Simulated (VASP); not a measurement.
Set up this calculation in VASP 6.6.1, as the native input.

```yaml
Task: single point
Functional: PBE
Potentials_or_basis: VASP PAW PBE potentials, release 64 (In_d, P)
Cutoff: 520 eV
k_mesh: 10 × 10 × 10
Occupations: gaussian, width 0.05 eV
Spin: no spin polarisation
Dipole_correction: no
Further_INCAR_settings: ALGO = Normal; EDIFF = 1e-06; NBANDS = 16
```

The structure of InP lies in POSCAR:

```
InP
1.0
    0.0000000000      2.8644851195      2.8644851195
    2.8644851195      0.0000000000      2.8644851195
    2.8644851195      2.8644851195      0.0000000000
In P
1 1
Direct
    0.0000000000      0.0000000000      0.0000000000
    0.5000000000      0.5000000000      0.5000000000
```

One way to write it, as run:

INCAR

```
SYSTEM = InP
PREC = Accurate
ENCUT = 520
EDIFF = 1E-6
ISMEAR = 0
SIGMA = 0.05
LREAL = .False.
LASPH = .True.
NELM = 80
ALGO = Normal
ISIF = 2
LWAVE = .False.
LCHARG = .True.
GGA = PE
LELF = .True.
LVHAR = .True.
NBANDS = 16
```

KPOINTS

```
regular mesh
0
Gamma
  10 10 10
  0 0 0
```

Potentials or basis: VASP PAW PBE potentials, release 64 (In_d, P).

Command:

```console
$ cat potpaw_PBE.64/In_d/POTCAR potpaw_PBE.64/P/POTCAR > POTCAR
$ mpirun -np 1 vasp_std > vasp.out
```

It gave:

```json
{"Pressure": "-5.8 GPa", "Band gap on the k mesh": "zero (band 9 reaches 6.08 eV, above the bottom of band 10 at 3.83 eV)"}
```

Caveat: spin-orbit coupling is left out, which moves the levels of the heavy elements.

Run time: 39 s on 1 thread of Intel(R) Xeon(R) Platinum 8488C (Sapphire Rapids), with other jobs on the host, peak memory 0.19 GiB.
